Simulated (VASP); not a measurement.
Set up this calculation in VASP 6.6.1, as the native input.

| Property | Result |
| --- | --- |
| Task | single point |
| Functional | PBE |
| Potentials or basis | VASP PAW PBE potentials, release 64 (Bi_d, Te) |
| Cutoff | 520 eV |
| k mesh | 1 × 1 × 1 |
| Occupations | gaussian, width 0.1 eV |
| Spin | no spin polarisation |
| Dipole correction | no |
| Further INCAR settings | ALGO = Normal; EDIFF = 1e-06; NBANDS = 18 |

The structure of BiTe lies in POSCAR:

```
BiTe
1.0
    0.0000000000      3.2350000000      3.2350000000
    3.2350000000      0.0000000000      3.2350000000
    3.2350000000      3.2350000000      0.0000000000
Bi Te
1 1
Direct
    0.0000000000      0.0000000000      0.0000000000
    0.5000000000      0.5000000000      0.5000000000
```

One way to write it, as run:

INCAR

```
SYSTEM = BiTe
  ALGO = Normal
  EDIFF = 1E-6
  ENCUT = 520
  GGA = PE
  ISIF = 2
  ISMEAR = 0
  LASPH = .TRUE.
  LCHARG = .FALSE.
  LREAL = .FALSE.
  LWAVE = .FALSE.
  NBANDS = 18
  NELM = 100
  PREC = Accurate
  SIGMA = 0.1
```

KPOINTS

```
k-points
0
G
  1 1 1
  0 0 0
```

Potentials or basis: VASP PAW PBE potentials, release 64 (Bi_d, Te).

Launch:

```bash
$ cat potpaw_PBE.64/Bi_d/POTCAR potpaw_PBE.64/Te/POTCAR > POTCAR
$ mpirun -np 1 vasp_gam > vasp.out
```

Results of the run:

```json
{
  "Pressure": "30.9 GPa",
  "Band gap on the k mesh": "zero (an odd number of electrons rules out a gap without spin polarisation)"
}
```

Caveat: the k points lie up to 1.68 Å⁻¹ apart, too coarse for converged energies and pressures of a metal; spin-orbit coupling is left out, which moves the levels of the heavy elements.

Wall time 8.2 s on 1 thread of AMD EPYC 7R13, on a shared host, peak memory 0.16 GiB.
